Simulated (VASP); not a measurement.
# BN (P6_3mc) in VASP: further runs

BN is run at these levels: r2SCAN+D3(BJ); tasks: relaxation of shape and atoms at fixed volume.

Everything below comes from runs of VASP 6.6.1. Logs are shortened: lines on timing, memory, paths and dates and some standing lists are left out, and cuts for length are marked.

### 1 The cell of the first run

It takes space group P6_3mc (No. 186, hexagonal). The conventional cell has a = 2.538 Å, b = 2.538 Å, c = 4.198 Å, α = 90.00°, β = 90.00°, γ = 120.00°. Within 2.1 Å of B (site symmetry 3m) lie 4 N at 1.56 to 1.57 Å. N (site symmetry 3m) has 4 B at 1.56 to 1.57 Å within 2.1 Å.

### 2 Relaxation of shape and atoms at fixed volume, r2SCAN+D3(BJ)

File POSCAR:

```
BN
1.0
    2.5380428423      0.0000000000      0.0000000000
   -1.2690214212      2.1980095774      0.0000000000
    0.0000000000      0.0000000000      4.1981998806
B N
2 2
Direct
    0.6666666667      0.3333333333      0.0002534944
    0.3333333333      0.6666666667      0.5002534944
    0.6666666667      0.3333333333      0.3747465056
    0.3333333333      0.6666666667      0.8747465056
```

File INCAR.step1:

```
SYSTEM = BN
PREC = Accurate
ENCUT = 600
ISMEAR = 0
SIGMA = 0.05
LREAL = .FALSE.
LASPH = .TRUE.
NELM = 100
GGA = PE
ALGO = Normal
EDIFF = 1E-4
LWAVE = .TRUE.
LCHARG = .FALSE.
```

File INCAR.step2:

```
SYSTEM = BN
PREC = Accurate
ENCUT = 600
EDIFF = 1E-7
ISMEAR = 0
SIGMA = 0.05
LREAL = .FALSE.
LASPH = .TRUE.
NELM = 100
ALGO = Normal
ISIF = 4
LWAVE = .FALSE.
LCHARG = .FALSE.
METAGGA = R2SCAN
LMIXTAU = .TRUE.
IVDW = 12
VDW_S6 = 1.0
VDW_S8 = 0.78981345
VDW_A1 = 0.49484001
VDW_A2 = 5.73083694
IBRION = 2
NSW = 60
EDIFFG = -0.01
ISTART = 1
```

File KPOINTS:

```
regular mesh
0
G
  10 10 6
  0 0 0
```

Potentials or basis: VASP PAW PBE potentials, release 64 (B, N).

Started as:

```console
> cat potpaw_PBE.64/B/POTCAR potpaw_PBE.64/N/POTCAR > POTCAR
> cp INCAR.step1 INCAR
> mpirun -np 1 vasp_std > vasp.out
> cp INCAR.step2 INCAR
> mpirun -np 1 vasp_std > vasp.out
```

OUTCAR:

```text
SYSTEM = BN
   PREC = Accurate
   ENCUT = 600
   EDIFF = 1E-7
   ISMEAR = 0
   LREAL = .FALSE.
   LASPH = .TRUE.
   NELM = 100
   ISIF = 4
   METAGGA = R2SCAN
   IVDW = 12
   IBRION = 2
   NSW = 60
   EDIFFG = -0.01
   ISTART = 1
 IVDW          = 12

 ion  position               nearest neighbor table
   1  0.667  0.333  0.000-   4 1.56   4 1.56   4 1.56   3 1.57
   2  0.333  0.667  0.500-   3 1.56   3 1.56   3 1.56   4 1.57
   3  0.667  0.333  0.375-   2 1.56   2 1.56   2 1.56   1 1.57
   4  0.333  0.667  0.875-   1 1.56   1 1.56   1 1.56   2 1.57

  LATTYP: Found a hexagonal cell.
 ALAT       =     2.5380428423
 C/A-ratio  =     1.6541091469

  Lattice vectors:

 A1 = (   2.5380428423,   0.0000000000,   0.0000000000)
 A2 = (  -1.2690214212,   2.1980095774,   0.0000000000)
 A3 = (   0.0000000000,   0.0000000000,   4.1981998806)

Analysis of symmetry for initial positions (statically):
=====================================================================
 Subroutine PRICEL returns:
 Original cell was already a primitive cell.

 Routine SETGRP: Setting up the symmetry group for a
 hexagonal supercell.

 Subroutine GETGRP returns: Found 12 space group operations
 (whereof  6 operations were pure point group operations)
 out of a pool of 24 trial point group operations.

The static configuration has the point symmetry C_3v.
 The point group associated with its full space group is C_6v.

Analysis of symmetry for dynamics (positions and initial velocities):
=====================================================================
 Subroutine PRICEL returns:
 Original cell was already a primitive cell.

 Routine SETGRP: Setting up the symmetry group for a
 hexagonal supercell.

 Subroutine GETGRP returns: Found 12 space group operations
 (whereof  6 operations were pure point group operations)
 out of a pool of 24 trial point group operations.

The dynamic configuration has the point symmetry C_3v.
 The point group associated with its full space group is C_6v.

 Subroutine INISYM returns: Found 12 space group operations
 (whereof  6 operations are pure point group operations),
 and found     1 'primitive' translations

----------------------------------------------------------------------------------------

                                     Primitive cell

  volume of cell :      23.4203

[... 104 lines left out ...]
   NUPDOWN=      -1.0000    fix difference up-down
   EMIN   =  10.00;   EMAX   =-10.00  energy-range for DOS
   EFERMI =   0.00;   METHOD = LEGACY
   ISMEAR =     0;   SIGMA  =   0.05  broadening in eV -4-tet -1-fermi 0-gaus
   EFERMI_NEDOS =   21; number of points for ismear=-14 and -15
   IALGO  =     38    algorithm
   IMIX   =      4    mixing-type and parameters
     AMIX     =   0.40;   BMIX     =  1.00
     AMIX_MAG =   1.60;   BMIX_MAG =  1.00
  volume/ion in A,a.u.               =       5.86        39.51
  Fermi-wavevector in a.u.,A,eV,Ry     =   1.441842  2.724686 28.285257  2.078908
  Thomas-Fermi vector in A             =   2.560429
   LORBIT       =      0    0 simple, 1 ext, 2 COOP (PROOUT), +10 PAW based schemes
   METAGGA = R2SCAN    functional components
   LHFCALC =     F    Hartree Fock is set to
   AEXX    =    0.0000 exact exchange contribution
   IVDW    =    12    specifies the selected vdW correction
   LEPSILON=     F    determine dielectric tensor
   LRPA    =     F    only Hartree local field effects (RPA)
 conjugate gradient relaxation of ions
 non-spin polarized calculation
 Gauss-broadening in eV      SIGMA  =   0.05
  energy-cutoff  :      600.00
  volume of cell :       23.42
 maximum number of plane-waves:       794
   NGX = 11   NGY = 11   NGZ = 17

 number of electron      16.0000003 magnetization

 Free energy of the ion-electron system (eV)
  ---------------------------------------------------
  ext. energy  EPLUGINS =         0.00000000
  ---------------------------------------------------
  free energy    TOTEN  =       -38.26898700 eV

  energy without entropy =      -38.26898700  energy(sigma->0) =      -38.26898700

 E-fermi :   7.7545     XC(G=0): -13.6822

 val. band max:        7.5153500209   @ k =   0.0000   0.0000   0.0000
 cond. band min:      13.4198630310   @ k =   0.3000   0.3000   0.0000
 fundamental gap:      5.9045130101
 Fermi energy:         7.7545405558

 k-point     1 :       0.0000    0.0000    0.0000
  band No.  band energies     occupation
      1     -14.0616      2.00000
      2      -9.7889      2.00000
      3      -3.8869      2.00000
      4       5.2889      2.00000
      5       5.2889      2.00000
      6       7.2350      2.00000
      7       7.5153      2.00000
      8       7.5154      2.00000
      9      16.6181      0.00000
     10      16.6181      0.00000
     11      16.8699      0.00000
     12      17.8216      0.00000
[... 331 lines left out ...]
 k-point    24 :       0.4000    0.1000    0.1667
  band No.  band energies     occupation
      1      -9.9033      2.00000
      2      -8.3725      2.00000
      3      -2.6021      2.00000
      4      -0.8810      2.00000
      5       0.8498      2.00000
      6       1.8959      2.00000
      7       3.6094      2.00000
      8       4.4533      2.00000
      9      15.3681      0.00000
     10      16.1200      0.00000
     11      18.9509      0.00000
     12      20.4350      0.00000

 [... further k-points ...]

------------------------ aborting loop because EDIFF is reached ----------------------------------------

 Edisp (eV)   -0.39668

 E8    (eV) :    -0.0851

  FORCE on cell =-STRESS in cart. coord.  units (eV):
  Direction    XX          YY          ZZ          XY          YZ          ZX
  --------------------------------------------------------------------------------------
  -------------------------------------------------------------------------------------
  Total       0.17829     0.17829     0.17509    -0.00000     0.00000     0.00000
  in kB      12.19689    12.19689    11.97789    -0.00000     0.00000     0.00000
  external pressure =       12.12 kB  Pullay stress =        0.00 kB

 VOLUME and BASIS-vectors are now :
 -----------------------------------------------------------------------------
  energy-cutoff  :      600.00
  volume of cell :       23.42
      direct lattice vectors                 reciprocal lattice vectors
     2.538042842  0.000000000  0.000000000     0.394004381  0.227478536  0.000000000
    -1.269021421  2.198009577  0.000000000     0.000000000  0.454957071  0.000000000
     0.000000000  0.000000000  4.198199881     0.000000000  0.000000000  0.238197329

 POSITION                                       TOTAL-FORCE (eV/Angst)
 -----------------------------------------------------------------------------------
      1.26902      0.73267      0.00106         0.000000      0.000000     -0.002049
     -0.00000      1.46534      2.10016         0.000000      0.000000     -0.002049
      1.26902      0.73267      1.57326         0.000000     -0.000000      0.002049
     -0.00000      1.46534      3.67236        -0.000000      0.000000      0.002049
 -----------------------------------------------------------------------------------
    total drift:                                0.000000      0.000000      0.000540

  FREE ENERGIE OF THE ION-ELECTRON SYSTEM (eV)
  ---------------------------------------------------
  free  energy   TOTEN  =       -38.6656697634 eV

  energy  without entropy=      -38.6656697634  energy(sigma->0) =      -38.66566976

 reached required accuracy - stopping structural energy minimisation
```

OUTCAR.step1:

```text
SYSTEM = BN
   PREC = Accurate
   ENCUT = 600
   ISMEAR = 0
   LREAL = .FALSE.
   LASPH = .TRUE.
   NELM = 100
[... 590 lines left out ...]
     -0.00000      1.46534      2.10016        -0.000000     -0.000000      0.003803
      1.26902      0.73267      1.57326        -0.000000      0.000000     -0.003803
     -0.00000      1.46534      3.67236         0.000000     -0.000000     -0.003803
 -----------------------------------------------------------------------------------
    total drift:                               -0.000000     -0.000000      0.000734

  FREE ENERGIE OF THE ION-ELECTRON SYSTEM (eV)
  ---------------------------------------------------
  free  energy   TOTEN  =       -34.8282348824 eV

  energy  without entropy=      -34.8282348824  energy(sigma->0) =      -34.82823488
```

OSZICAR.step1:

```text
N       E                     dE             d eps       ncg     rms          rms(c)
DAV:   1     0.629387002685E+02    0.62939E+02   -0.94864E+03  1344   0.146E+03
DAV:   2    -0.339289411619E+02   -0.96868E+02   -0.88750E+02  1944   0.314E+02
DAV:   3    -0.367849184476E+02   -0.28560E+01   -0.28431E+01  1788   0.545E+01
DAV:   4    -0.368017918491E+02   -0.16873E-01   -0.16859E-01  1688   0.422E+00
DAV:   5    -0.368019810056E+02   -0.18916E-03   -0.18912E-03  1744   0.435E-01    0.953E+00
DAV:   6    -0.350055838321E+02    0.17964E+01   -0.47715E+00  1688   0.192E+01    0.457E+00
DAV:   7    -0.348591714068E+02    0.14641E+00   -0.24609E-01  1612   0.535E+00    0.272E+00
DAV:   8    -0.348290413303E+02    0.30130E-01   -0.75359E-02  1544   0.260E+00    0.237E-01
DAV:   9    -0.348279754885E+02    0.10658E-02   -0.26257E-03  1760   0.600E-01    0.128E-01
DAV:  10    -0.348282313087E+02   -0.25582E-03   -0.38657E-04  1544   0.200E-01    0.272E-02
DAV:  11    -0.348282348824E+02   -0.35738E-05   -0.59234E-05   940   0.750E-02
   1 F= -.34828235E+02 E0= -.34828235E+02  d E =-.218404E-11
```

Run time: 58 s. Hardware: 1 thread of Intel Xeon Platinum 8375C at 2.90GHz (Ice Lake), shared host; peak memory 0.16 GiB.

Results:

```
Free energy                : -38.6657 eV
Pressure after relaxing    : 1.2 GPa
Band gap on the k mesh     : 5.90 eV, indirect (least direct gap 9.01 eV)
Dispersion energy per atom : -0.099 eV
```

Forces in eV/Å, atoms in the order of the input:
```
B    0.000  0.000 -0.002
B    0.000  0.000 -0.002
N    0.000  0.000  0.002
N    0.000  0.000  0.002
```

Final structure:
```xyz
4
Lattice="2.5380 0.0000 0.0000 -1.2690 2.1980 0.0000 0.0000 0.0000 4.1982" Properties=species:S:1:pos:R:3 pbc="T T T"
B     1.2690    0.7327    0.0011
B     0.0000    1.4653    2.1002
N     1.2690    0.7327    1.5733
N     0.0000    1.4653    3.6724
```

Levels at points of the mesh, in eV from the valence-band top:
| k point | band 4 | band 5 | band 6 | band 7 | band 8 | band 9 | band 10 | band 11 | band 12 |
| --- | --- | --- | --- | --- | --- | --- | --- | --- | --- |
| (0.00, 0.00, 0.00) | -2.23 | -2.23 | -0.28 | 0.00 | 0.00 | 9.10 | 9.10 | 9.35 | 10.31 |
| (0.50, 0.00, 0.00) | -8.20 | -7.25 | -5.23 | -4.57 | -2.21 | 7.32 | 8.62 | 11.41 | 12.30 |
| (0.00, 0.00, 0.50) | -6.00 | -1.23 | -1.23 | -1.23 | -1.23 | 10.31 | 10.31 | 10.72 | 10.72 |
| (0.50, 0.00, 0.50) | -10.49 | -3.95 | -3.95 | -3.76 | -3.76 | 7.22 | 7.22 | 10.77 | 10.77 |

Caveat: the relaxation stopped at its first step, so nothing moved; the PAW data sets were made with another functional, which shifts forces and pressure a little. A k mesh can miss the band edges.

### 3 Relaxation of shape and atoms at fixed volume, r2SCAN+D3(BJ) (volume scaled by 1.040)

File POSCAR:

```
BN
1.0
    2.5714419730      0.0000000000      0.0000000000
   -1.2857209865      2.2269340730      0.0000000000
    0.0000000000      0.0000000000      4.2534456881
B N
2 2
Direct
    0.6666666667      0.3333333333      0.0002534944
    0.3333333333      0.6666666667      0.5002534944
    0.6666666667      0.3333333333      0.3747465056
    0.3333333333      0.6666666667      0.8747465056
```

File INCAR.step1:

```
SYSTEM = BN
PREC = Accurate ; ENCUT = 600
ISMEAR = 0 ; SIGMA = 0.05
LREAL = .FALSE. ; LASPH = .TRUE.
NELM = 80 ; GGA = PE
ALGO = Normal ; EDIFF = 1E-4
LWAVE = .TRUE. ; LCHARG = .FALSE.
```

File INCAR.step2:

```
SYSTEM = BN
PREC = Accurate ; ENCUT = 600
EDIFF = 1E-6 ; ISMEAR = 0
SIGMA = 0.05 ; LREAL = .FALSE.
LASPH = .TRUE. ; NELM = 80
ALGO = Normal ; ISIF = 4
LWAVE = .FALSE. ; LCHARG = .FALSE.
METAGGA = R2SCAN ; LMIXTAU = .TRUE.
IVDW = 12 ; VDW_S6 = 1.0
VDW_S8 = 0.78981345 ; VDW_A1 = 0.49484001
VDW_A2 = 5.73083694 ; IBRION = 2
NSW = 60 ; EDIFFG = -0.01
ISTART = 1
```

KPOINTS is that of step 2.

Potentials or basis: VASP PAW PBE potentials, release 64 (B, N).

Started as:

```console
> cat potpaw_PBE.64/B/POTCAR potpaw_PBE.64/N/POTCAR > POTCAR
> cp INCAR.step1 INCAR
> mpirun -np 1 vasp_std > vasp.out
> cp INCAR.step2 INCAR
> mpirun -np 1 vasp_std > vasp.out
```

Wall time 1.8 min (1 thread of Intel Xeon Platinum 8375C at 2.90GHz (Ice Lake), shared host); peak memory 0.18 GiB.

It converged, with:

- Free energy: -38.6305 eV
- Energy gained by relaxing: 0.0 meV/atom
- Ionic steps: 3
- Pressure after relaxing: -13.4 GPa
- Band gap on the k mesh: 5.97 eV, indirect (least direct gap 8.81 eV)
- Dispersion energy per atom: -0.095 eV

Final structure:
```
CELL_PARAMETERS angstrom
2.57159 0.00000 0.00000
-1.28580 2.22706 0.00000
0.00000 0.00000 4.25295
ATOMIC_POSITIONS crystal
B 0.66667 0.33333 0.00009
B 0.33333 0.66667 0.50009
N 0.66667 0.33333 0.37491
N 0.33333 0.66667 0.87491
```

Levels at points of the mesh, in eV from the valence-band top:
```tsv
k point	band 4	band 5	band 6	band 7	band 8	band 9	band 10	band 11	band 12
(0.00, 0.00, 0.00)	-2.14	-2.14	-0.24	0.00	0.00	8.94	8.94	9.11	9.81
(0.50, 0.00, 0.00)	-7.97	-7.01	-5.03	-4.36	-2.13	7.17	8.50	11.22	11.89
(0.00, 0.00, 0.50)	-5.82	-1.18	-1.18	-1.18	-1.18	9.93	9.93	10.51	10.51
(0.50, 0.00, 0.50)	-10.15	-3.80	-3.80	-3.61	-3.61	7.07	7.07	10.49	10.49
```

Caveat: the PAW data sets were made with another functional, which shifts forces and pressure a little.
